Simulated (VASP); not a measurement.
Write the native input for VASP 6.6.1 that does the following.

```
Task                   : single point
Functional             : PBEsol
Potentials or basis    : VASP PAW PBE potentials, release 64 (Ag, Rh_pv)
Cutoff                 : 520 eV
k mesh                 : 11 × 11 × 6
Occupations            : fermi-dirac, width 0.05 eV
Spin                   : no spin polarisation
Dipole correction      : no
Further INCAR settings : ALGO = Normal; EDIFF = 1e-07; NBANDS = 20
```

The structure of AgRh lies in POSCAR:

```
AgRh
1.0
    2.8141396046      0.0000000000      0.0000000000
   -1.4070698023      2.4371163874      0.0000000000
    0.0000000000      0.0000000000      4.8718803355
Ag Rh
1 1
Direct
    0.0000000000      0.0000000000      0.5000000000
    0.6666666667      0.3333333333      0.0000000000
```

This cell differs from its parent crystal: volume scaled by 1.04.

These files were run (other wordings do the same):

INCAR

```
SYSTEM = AgRh
PREC = Accurate ; ENCUT = 520
EDIFF = 1E-7 ; ISMEAR = -1
SIGMA = 0.05 ; LREAL = .False.
LASPH = .True. ; NELM = 100
ALGO = Normal ; ISIF = 2
LWAVE = .False. ; LCHARG = .False.
GGA = PS ; NBANDS = 20
```

KPOINTS

```
Automatic mesh
0
Gamma
  11 11 6
  0 0 0
```

Potentials or basis: VASP PAW PBE potentials, release 64 (Ag, Rh_pv).

Command:

```console
$ cat potpaw_PBE.64/Ag/POTCAR potpaw_PBE.64/Rh_pv/POTCAR > POTCAR
$ mpirun -np 1 vasp_std > vasp.out
```

It gave:

* Pressure: -15.3 GPa
* Band gap on the k mesh: zero (band 13 reaches 9.05 eV, above the bottom of band 14 at 7.83 eV)

Caveat: the PAW data sets were made with another functional, which shifts forces and pressure a little.

Wall time 24 s on 1 thread of Intel(R) Xeon(R) Platinum 8375C CPU @ 2.90GHz (Ice Lake), on a shared host, peak memory 0.18 GiB.
